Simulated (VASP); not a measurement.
# Sb2P3H (P6/mmm) in VASP: notebook

The runs below take Sb2P3H through relaxation of cell and atoms, with PBE.

All numbers are computed with VASP 6.6.1; they aren't measurements. Logs are shortened: lines on timing, memory, paths and dates and some standing lists are left out, and cuts for length are marked.

## (1) The cell of the first run

It takes space group P6/mmm (No. 191, hexagonal). The conventional cell has a = 4.848 Å, b = 4.848 Å, c = 7.238 Å, α = 90.00°, β = 90.00°, γ = 120.00°. Within 3.7 Å of Sb (site symmetry -6m2) lie 3 Sb at 2.80 Å. H (site symmetry 6/mmm) has 6 P at 2.42 Å within 3.2 Å. P (site symmetry mmm) has 2 H at 2.42 Å and 4 P at 2.42 Å within 3.2 Å.

## (2) Relaxation of cell and atoms, PBE

File INCAR:

```
SYSTEM = Sb2P3H
  PREC = Accurate
  ENCUT = 600
  EDIFF = 1E-7
  ISMEAR = 0
  SIGMA = 0.1
  LREAL = .False.
  LASPH = .True.
  NELM = 60
  ALGO = Normal
  ISIF = 3
  LWAVE = .False.
  LCHARG = .False.
  GGA = PE
  IBRION = 2
  NSW = 90
  EDIFFG = -0.04
```

File KPOINTS:

```
Automatic mesh
0
Gamma
  6 6 4
  0 0 0
```

File POSCAR:

```
Sb2P3H
1.0
    4.8483502400      0.0000000000      0.0000000000
   -2.4241751200      4.1987944800      0.0000000000
    0.0000000000      0.0000000000      7.2378527000
Sb H P
2 1 3
Direct
    0.3333333300      0.6666666700      0.0000000000
    0.6666666700      0.3333333300      0.0000000000
    0.0000000000      0.0000000000      0.5000000000
    0.5000000000      0.0000000000      0.5000000000
    0.0000000000      0.5000000000      0.5000000000
    0.5000000000      0.5000000000      0.5000000000
```

Potentials or basis: VASP PAW PBE potentials, release 64 (Sb, H, P).

Command:

```bash
cat potpaw_PBE.64/Sb/POTCAR potpaw_PBE.64/H/POTCAR potpaw_PBE.64/P/POTCAR > POTCAR
mpirun -np 1 vasp_std > vasp.out
```

OUTCAR:

```text
SYSTEM = Sb2P3H
   PREC = Accurate
   ENCUT = 600
   EDIFF = 1E-7
   ISMEAR = 0
   LREAL = .False.
   LASPH = .True.
   NELM = 60
   ISIF = 3
   GGA = PE
   IBRION = 2
   NSW = 90
   EDIFFG = -0.04

 ion  position               nearest neighbor table
   1  0.333  0.667  0.000-   2 2.80   2 2.80   2 2.80
   2  0.667  0.333  0.000-   1 2.80   1 2.80   1 2.80
   3  0.000  0.000  0.500-
   4  0.500  0.000  0.500-   5 2.42   6 2.42   6 2.42   5 2.42
   5  0.000  0.500  0.500-   6 2.42   6 2.42   4 2.42   4 2.42
   6  0.500  0.500  0.500-   5 2.42   5 2.42   4 2.42   4 2.42

  LATTYP: Found a hexagonal cell.
 ALAT       =     4.8483502400
 C/A-ratio  =     1.4928485653

  Lattice vectors:

 A1 = (   4.8483502400,   0.0000000000,   0.0000000000)
 A2 = (  -2.4241751200,   4.1987944800,   0.0000000000)
 A3 = (   0.0000000000,   0.0000000000,   7.2378527000)

Analysis of symmetry for initial positions (statically):
=====================================================================
 Subroutine PRICEL returns:
 Original cell was already a primitive cell.

 Routine SETGRP: Setting up the symmetry group for a
 hexagonal supercell.

 Subroutine GETGRP returns: Found 24 space group operations
 (whereof 24 operations were pure point group operations)
 out of a pool of 24 trial point group operations.

The static configuration has the point symmetry D_6h.

Analysis of symmetry for dynamics (positions and initial velocities):
=====================================================================
 Subroutine PRICEL returns:
 Original cell was already a primitive cell.

 Routine SETGRP: Setting up the symmetry group for a
 hexagonal supercell.

 Subroutine GETGRP returns: Found 24 space group operations
 (whereof 24 operations were pure point group operations)
 out of a pool of 24 trial point group operations.

The dynamic configuration has the point symmetry D_6h.

 Subroutine INISYM returns: Found 24 space group operations
 (whereof 24 operations are pure point group operations),
 and found     1 'primitive' translations

----------------------------------------------------------------------------------------

                                     Primitive cell

  volume of cell :     147.3426

  direct lattice vectors                    reciprocal lattice vectors
     4.848350240  0.000000000  0.000000000     0.206255726  0.119081799  0.000000000
    -2.424175120  4.198794480  0.000000000     0.000000000  0.238163598  0.000000000
     0.000000000  0.000000000  7.237852700     0.000000000  0.000000000  0.138162524

  length of vectors
     4.848350240  4.848350245  7.237852700     0.238163598  0.238163598  0.138162524

  position of ions in fractional coordinates (direct lattice)
     0.333333330  0.666666670  0.000000000
     0.666666670  0.333333330  0.000000000
     0.000000000  0.000000000  0.500000000
     0.500000000  0.000000000  0.500000000
     0.000000000  0.500000000  0.500000000
     0.500000000  0.500000000  0.500000000

  ion indices of the primitive-cell ions
   primitive index   ion index
                 1           1
                 2           2
                 3           3
                 4           4
                 5           5
                 6           6

----------------------------------------------------------------------------------------

 KPOINTS: Automatic mesh

Automatic generation of k-mesh.
 Grid dimensions read from file:
 generate k-points for:    6    6    4

 Generating k-lattice:

  Cartesian coordinates                     Fractional coordinates (reciprocal lattice)
     0.034375954  0.019846966  0.000000000     0.166666667  0.000000000  0.000000000
     0.000000000  0.039693933  0.000000000     0.000000000  0.166666667  0.000000000
     0.000000000  0.000000000  0.034540631     0.000000000  0.000000000  0.250000000

  Length of vectors
     0.039693933  0.039693933  0.034540631

  Shift w.r.t. Gamma in fractional coordinates (k-lattice)
     0.000000000  0.000000000  0.000000000

 Subroutine IBZKPT returns following result:
 ===========================================

 Found     21 irreducible k-points:

 Following reciprocal coordinates:
            Coordinates               Weight
  0.000000  0.000000  0.000000      1.000000
  0.166667  0.000000  0.000000      6.000000
  0.333333  0.000000  0.000000      6.000000
  0.500000  0.000000  0.000000      3.000000
  0.166667  0.166667  0.000000      6.000000
  0.333333  0.166667  0.000000     12.000000
[... 13 lines left out ...]
  0.333333  0.166667  0.500000     12.000000
  0.333333  0.333333  0.500000      2.000000
   k-points           NKPTS =     21   k-points in BZ     NKDIM =     21   number of bands    NBANDS=     17
   number of dos      NEDOS =    301   number of ions     NIONS =      6
   total plane-waves  NPLWV =  96000
   dimension x,y,z NGX =    40 NGY =   40 NGZ =   60
   dimension x,y,z NGXF=    80 NGYF=   80 NGZF=  120
   ions per type =               2   1   3
   NGX,Y,Z   is equivalent  to a cutoff of  13.72, 13.72, 13.78 a.u.
   NGXF,Y,Z  is equivalent  to a cutoff of  27.43, 27.43, 27.56 a.u.
 SYSTEM =  Sb2P3H
   PREC   = accura    normal or accurate (medium, high low for compatibility)
   ISTART =      0    job   : 0-new  1-cont  2-samecut
   ICHARG =      2    charge: 1-file 2-atom 10-const
   ISPIN  =      1    spin polarized calculation?
   LNONCOLLINEAR =      F non collinear calculations
   LSORBIT =      F    spin-orbit coupling
   LASPH  =      T    aspherical Exc in radial PAW
   ENCUT  =  600.0 eV  44.10 Ry    6.64 a.u.   9.68  9.68 14.46*2*pi/ulx,y,z
   NELM   =     60;   NELMIN=  2; NELMDL= -5     # of ELM steps
   EDIFF  = 0.1E-06   stopping-criterion for ELM
   LREAL  =      F    real-space projection
   EDIFFG = -.4E-01   stopping-criterion for IOM
   NSW    =     90    number of steps for IOM
   IBRION =      2    ionic relax: 0-MD 1-quasi-New 2-CG
   NFREE  =      1    steps in history (QN), initial steepest desc. (CG)
   ISIF   =      3    stress and relaxation
   ISYM   =      2    0-nonsym 1-usesym 2-fastsym
   POTIM  = 0.5000    time-step for ionic-motion
   TEBEG  =    0.0;   TEEND  =   0.0 temperature during run
   PSTRESS=    0.0 pullay stress
   NELECT =      26.0000    total number of electrons
   NUPDOWN=      -1.0000    fix difference up-down
   EMIN   =  10.00;   EMAX   =-10.00  energy-range for DOS
   EFERMI =   0.00;   METHOD = LEGACY
   ISMEAR =     0;   SIGMA  =   0.10  broadening in eV -4-tet -1-fermi 0-gaus
   EFERMI_NEDOS =   21; number of points for ismear=-14 and -15
   IALGO  =     38    algorithm
   IMIX   =      4    mixing-type and parameters
     AMIX     =   0.40;   BMIX     =  1.00
     AMIX_MAG =   1.60;   BMIX_MAG =  1.00
  volume/ion in A,a.u.               =      24.56       165.72
  Fermi-wavevector in a.u.,A,eV,Ry     =   0.918241  1.735223 11.471968  0.843166
  Thomas-Fermi vector in A             =   2.043300
   LORBIT       =      0    0 simple, 1 ext, 2 COOP (PROOUT), +10 PAW based schemes
   GGA     = PE    functional components
   LHFCALC =     F    Hartree Fock is set to
   AEXX    =    0.0000 exact exchange contribution
   IVDW    =     0    specifies the selected vdW correction
   LEPSILON=     F    determine dielectric tensor
   LRPA    =     F    only Hartree local field effects (RPA)
 conjugate gradient relaxation of ions
 non-spin polarized calculation
 Gauss-broadening in eV      SIGMA  =   0.10
  energy-cutoff  :      600.00
  volume of cell :      147.34
 maximum number of plane-waves:      4973
 NGX is ok and might be reduce to    40
   NGX = 19   NGY = 19   NGZ = 29

--------------------------------------- Ionic step        1  -------------------------------------------

 number of electron      25.9999998 magnetization

 Free energy of the ion-electron system (eV)
  ---------------------------------------------------
  ext. energy  EPLUGINS =         0.00000000
  ---------------------------------------------------
  free energy    TOTEN  =       -22.39972611 eV

  energy without entropy =      -22.36680749  energy(sigma->0) =      -22.38326680

------------------------ aborting loop because EDIFF is reached ----------------------------------------

  FORCE on cell =-STRESS in cart. coord.  units (eV):
  Direction    XX          YY          ZZ          XY          YZ          ZX
  --------------------------------------------------------------------------------------
  -------------------------------------------------------------------------------------
  Total       -0.2192486     -0.2192486     -0.6623223      0.0000000      0.0000000      0.0000000
  in kB       -2.3840707     -2.3840707     -7.2019747      0.0000000      0.0000000      0.0000000
  external PRESSURE =      -3.9900387 kB  Pullay stress =       0.0000000 kB
[... 101 lines left out ...]
  FREE ENERGIE OF THE ION-ELECTRON SYSTEM (eV)
  ---------------------------------------------------
  free  energy   TOTEN  =       -22.4055969341 eV

  energy  without entropy=      -22.3731605680  energy(sigma->0) =      -22.38937875

 E-fermi :   4.8458     XC(G=0):  -8.9766

 val. band max:        4.8413041192   @ k =   0.3333   0.3333   0.2500
 cond. band min:       5.0044698260   @ k =   0.1667   0.1667   0.0000
 fundamental gap:      0.1631657068
 Fermi energy:         4.8457583190

 k-point     1 :       0.0000    0.0000    0.0000
  band No.  band energies     occupation
      1      -9.2668      2.00000
      2      -6.4857      2.00000
      3      -2.5305      2.00000
      4      -2.5304      2.00000
      5      -2.5276      2.00000
      6      -0.4868      2.00000
[... 397 lines left out ...]
      4      -4.6231      2.00000
      5      -4.3040      2.00000
      6       0.3411      2.00000
[... 9 lines left out ...]
     16       6.5203      0.00000
     17       7.7870      0.00000

 E-fermi :   8.2809     XC(G=0): -10.2267

 val. band max:        8.1296082680   @ k =   0.3333   0.0000   0.0000
 cond. band min:       8.3087176972   @ k =   0.1667   0.0000   0.0000
 fundamental gap:      0.1791094291
 Fermi energy:         8.2808911531

 k-point     1 :       0.0000    0.0000    0.0000
  band No.  band energies     occupation
      1      -7.4255      2.00000
      2      -1.4565      2.00000
      3      -1.3309      2.00000
      4      -1.0458      2.00000
      5      -1.0458      2.00000
      6       0.4972      2.00000
[... 397 lines left out ...]
      4      -3.0854      2.00000
      5      -1.4481      2.00000
      6       1.8122      2.00000
[... 9 lines left out ...]
     16       9.7626      0.00000
     17       9.8048      0.00000

[... ionic steps 4 to 16 ...]

--------------------------------------- Ionic step       17  -------------------------------------------

 number of electron      25.9999999 magnetization

------------------------ aborting loop because EDIFF is reached ----------------------------------------
[... 75 lines left out ...]
--------------------------------------- Ionic step       19  -------------------------------------------

 number of electron      25.9999998 magnetization

 Free energy of the ion-electron system (eV)
  ---------------------------------------------------
  ext. energy  EPLUGINS =         0.00000000
  ---------------------------------------------------
  free energy    TOTEN  =       -23.23214676 eV

  energy without entropy =      -23.21296686  energy(sigma->0) =      -23.22255681

 E-fermi :   6.3781     XC(G=0):  -9.6281

 val. band max:        6.3565198389   @ k =   0.1667   0.1667   0.0000
 cond. band min:       6.3872290415   @ k =   0.1667   0.1667   0.2500
 fundamental gap:      0.0307092026
 Fermi energy:         6.3780933146

 k-point     1 :       0.0000    0.0000    0.0000
  band No.  band energies     occupation
      1      -7.7197      2.00000
      2      -3.9320      2.00000
      3      -1.7036      2.00000
      4      -1.7036      2.00000
      5      -1.6507      2.00000
      6      -0.0996      2.00000
[... 442 lines left out ...]
  FREE ENERGIE OF THE ION-ELECTRON SYSTEM (eV)
  ---------------------------------------------------
  free  energy   TOTEN  =       -23.2321467642 eV

  energy  without entropy=      -23.2129668625  energy(sigma->0) =      -23.22255681

 reached required accuracy - stopping structural energy minimisation
```

It took 18 min on 1 thread of Oxide Virtual Turin-like, shared host; peak memory 0.32 GiB.

What came out:

```yaml
Free_energy: -23.2321 eV
Relaxed_volume: 20.48 Å³/atom
Relaxed_cell: a = 5.109 Å, b = 5.109 Å, c = 5.438 Å, α = 90.00°, β = 90.00°, γ = 120.00°
Space_group_after_relaxing_to_0.05_Å: P6/mmm (No. 191)
Energy_gained_by_relaxing: 138.7 meV/atom
Ionic_steps: 19
Pressure_after_relaxing: 0.0 GPa
Band_gap_on_the_k_mesh: zero (band 13 reaches 7.56 eV, above the bottom of band 14 at 5.74 eV)
```

Stress tensor (GPa, compression positive):
```
-0.10  0.00  0.00
 0.00 -0.10  0.00
 0.00  0.00  0.30
```

The path:
| step | energy change (eV) | largest force (eV/Å) | pressure (GPa) | volume (Å³) |
| --- | --- | --- | --- | --- |
| 1 | 0.0000 | 0.0000 | -0.40 | 147.34 |
| 2 | -0.0036 | 0.0000 | -0.14 | 146.04 |
| 3 | -0.0059 | 0.0000 | 0.26 | 144.19 |
| 4 | -0.0080 | 0.0000 | 0.21 | 143.84 |
| 5 | -0.0152 | 0.0000 | 0.06 | 142.79 |
| 6 | -0.0437 | 0.0000 | -0.25 | 140.66 |
| 7 | -0.1341 | 0.0000 | -0.69 | 136.28 |
| 8 | -0.4946 | 0.0000 | -0.60 | 127.05 |
| 9 | -0.0289 | 0.0000 | 12.68 | 106.62 |
| 10 | -0.7814 | 0.0000 | 1.53 | 120.41 |
| 11 | -0.7866 | 0.0000 | 2.84 | 117.89 |
| 12 | -0.7921 | 0.0000 | 2.37 | 118.73 |
| 13 | -0.7948 | 0.0000 | 2.46 | 118.55 |
| 14 | -0.7956 | 0.0000 | 2.57 | 118.32 |
| 15 | -0.8001 | 0.0000 | 2.41 | 118.60 |
| 16 | -0.8118 | 0.0000 | 1.92 | 119.43 |
| 17 | -0.8272 | 0.0000 | 0.98 | 121.10 |
| 18 | -0.8281 | 0.0000 | -0.73 | 124.49 |
| 19 | -0.8324 | 0.0000 | 0.04 | 122.91 |

Final structure:
```xyz
6
Lattice="5.1088 0.0000 0.0000 -2.5544 4.4244 0.0000 0.0000 0.0000 5.4376" Properties=species:S:1:pos:R:3 pbc="T T T"
Sb    0.0000    2.9496    0.0000
Sb    2.5544    1.4748    0.0000
H     0.0000    0.0000    2.7188
P     2.5544    0.0000    2.7188
P    -1.2772    2.2122    2.7188
P     1.2772    2.2122    2.7188
```

Levels at points of the mesh, in eV from the Fermi level:
| k point | band 10 | band 11 | band 12 | band 13 | band 14 | band 15 | band 16 | band 17 |
| --- | --- | --- | --- | --- | --- | --- | --- | --- |
| (0.00, 0.00, 0.00) | -2.56 | -2.56 | -2.03 | -0.59 | -0.56 | -0.56 | 1.41 | 1.41 |
| (0.50, 0.00, 0.00) | -1.64 | -0.84 | -0.78 | -0.69 | -0.57 | -0.09 | 2.32 | 2.42 |
| (0.00, 0.00, 0.50) | -3.76 | -2.25 | -2.13 | -1.27 | 0.37 | 0.37 | 2.06 | 2.06 |
| (0.50, 0.00, 0.50) | -1.15 | -0.69 | -0.37 | -0.23 | -0.22 | -0.04 | 0.79 | 2.47 |

Caveat: the volume moved by over 15 % at a fixed basis, so the end points are rough; spin-orbit coupling is left out, which moves the levels of the heavy elements; this functional lacks dispersion, which binds the layers, so the pressure and a relaxed spacing across them are unreliable.

## (3) Relaxation of cell and atoms, PBE

This run uses another cell than the first one, of 20.54 Å³/atom, 0.836 times its volume.

File INCAR:

```
  PREC = Accurate
  ENCUT = 600
  EDIFF = 1E-6
  ISMEAR = 0
  SIGMA = 0.1
  LREAL = F
  LASPH = T
  NELM = 60
  ALGO = Normal
  ISIF = 3
  LWAVE = F
  LCHARG = F
  GGA = PE
  IBRION = 2
  NSW = 100
  EDIFFG = -0.01
```

File KPOINTS:

```
Automatic mesh
0
Gamma
  12 12 8
```

File POSCAR:

```
Sb2P3H
1.0
    5.1031607278      0.0000000000      0.0000000000
   -2.5515803639      4.4194668299      0.0000000000
    0.0000000000      0.0000000000      5.4648082006
Sb H P
2 1 3
Direct
    0.3333333333      0.6666666667      0.0000000000
    0.6666666667      0.3333333333      0.0000000000
    0.0000000000      0.0000000000      0.5000000000
    0.5000000000      0.0000000000      0.5000000000
    0.0000000000      0.5000000000      0.5000000000
    0.5000000000      0.5000000000      0.5000000000
```

Potentials or basis: VASP PAW PBE potentials, release 64 (Sb, H, P).

Command:

```bash
cat potpaw_PBE.64/Sb/POTCAR potpaw_PBE.64/H/POTCAR potpaw_PBE.64/P/POTCAR > POTCAR
mpirun -np 1 vasp_std > vasp.out
```

Run time: 17 min. Hardware: 1 thread of Oxide Virtual Turin-like, shared host; peak memory 0.43 GiB.

It converged, with:

```
Free energy                            : -23.2079 eV
Relaxed volume                         : 20.34 Å³/atom
Relaxed cell                           : a = 5.122 Å, b = 5.122 Å, c = 5.371 Å, α = 90.00°, β = 90.00°, γ = 120.00°
Space group after relaxing (to 0.05 Å) : P6/mmm (No. 191)
Energy gained by relaxing              : 1.5 meV/atom
Ionic steps                            : 7
Pressure after relaxing                : 0.0 GPa
Band gap on the k mesh                 : zero (band 13 reaches 7.66 eV, above the bottom of band 14 at 5.73 eV)
```

Step by step:
| step | energy change (eV) | largest force (eV/Å) | pressure (GPa) | volume (Å³) |
| --- | --- | --- | --- | --- |
| 1 | 0.0000 | 0.0000 | -0.57 | 123.25 |
| 2 | -0.0045 | 0.0000 | 0.06 | 121.94 |
| 3 | -0.0049 | 0.0000 | 0.28 | 121.52 |
| 4 | -0.0079 | 0.0000 | 0.25 | 121.55 |
| 5 | -0.0087 | 0.0000 | 0.25 | 121.56 |
| 6 | -0.0090 | 0.0000 | -0.10 | 122.23 |
| 7 | -0.0091 | 0.0000 | 0.00 | 122.03 |

Final structure:
```xyz
6
Lattice="5.1218 0.0000 0.0000 -2.5609 4.4356 0.0000 0.0000 0.0000 5.3713" Properties=species:S:1:pos:R:3 pbc="T T T"
Sb    0.0000    2.9571    0.0000
Sb    2.5609    1.4785    0.0000
H     0.0000    0.0000    2.6856
P     2.5609    0.0000    2.6856
P    -1.2805    2.2178    2.6856
P     1.2805    2.2178    2.6856
```

Levels at points of the mesh, in eV from the Fermi level:
```csv
k point,band 11,band 12,band 13,band 14,band 15,band 16
"(0.00, 0.00, 0.00)",-2.57,-2.00,-0.78,-0.73,-0.73,1.38
"(0.50, 0.00, 0.00)",-1.01,-1.00,-0.77,-0.75,-0.27,2.21
"(0.00, 0.00, 0.50)",-2.20,-2.10,-1.21,0.26,0.26,2.07
"(0.50, 0.00, 0.50)",-0.84,-0.56,-0.25,-0.21,-0.20,0.82
```

Caveat: spin-orbit coupling is left out, which moves the levels of the heavy elements.
